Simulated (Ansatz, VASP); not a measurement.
One calculation of InAs, two programs

```
In As
1.0
     0.00000    3.01800    3.01800
     3.01800    0.00000    3.01800
     3.01800    3.01800    0.00000
In As
1 1
Direct
  0.00000 0.00000 0.00000
  0.75000 0.75000 0.75000
```

Alike in both runs: task single point; functional PBE; k mesh 8 × 8 × 8; occupations gaussian, width 0.012 eV; no spin polarisation.

|  | VASP | Ansatz |
| --- | --- | --- |
| version | VASP 6.6.1 | Ansatz 0.2.0 |
| potentials or method | VASP PAW PBE potentials, release 64 (In_d, As), cutoff 520 eV | all-electron LAPW, scalar-relativistic |

Ansatz gave:

* gap on the k mesh at the Fermi level (eV): none
* pressure (GPa): 4.3

**Question.** Estimate VASP's values.

**Answer.** gap on the k mesh at the Fermi level (eV): none; pressure (GPa): 4.4.

A gap of «none» marks a metal or a gap that the smearing closes. Ansatz ran all-electron here, and VASP with PAW potentials.
